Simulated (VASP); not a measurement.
Runs of VASP 6.6.1 on S. The structure is that of space group Fm-3m (No. 225), or close to it. The cells are those of the table. 

| task | cell | k mesh | cutoff (eV) | gap on the mesh (eV) | pressure (GPa) |
| --- | --- | --- | --- | --- | --- |
| relaxation of cell and atoms | relaxed to 390 GPa from a = 2.104 Å, angles 60.0°, 1 atom | 22 × 22 × 22 | 600 | none | 390.0 |
| relaxation of cell and atoms | relaxed to 390 GPa from a = 2.107 Å, angles 60.0°, 1 atom | 22 × 22 × 22 | 600 | none | 390.0 |
| relaxation of cell and atoms | relaxed from a = 2.886 Å, angles 60.0°, 1 atom | 17 × 17 × 17 | 600 | none | 0.0 |
| single point | a = 2.821 Å, angles 60.0°, 1 atom | 17 × 17 × 17 | 520 | none | -0.2 |
| single point | a = 2.107 Å, angles 60.0°, 1 atom | 22 × 22 × 22 | 520 | none | (a) |
| single point | a = 2.104 Å, angles 60.0°, 1 atom | 22 × 22 × 22 | 520 | none | 387.4 |

Alike in all rows: level PBE; potentials or basis VASP PAW PBE potentials, release 64 (S); no spin polarisation; smearing fermi-dirac 0.05 eV.

Fill in the values left out.

(a) 383.1.

Caveats: the cell is relaxed towards a set pressure, so the enthalpy falls and the energy may rise (some runs).

A gap of «none» marks levels without a gap at the run's occupations.
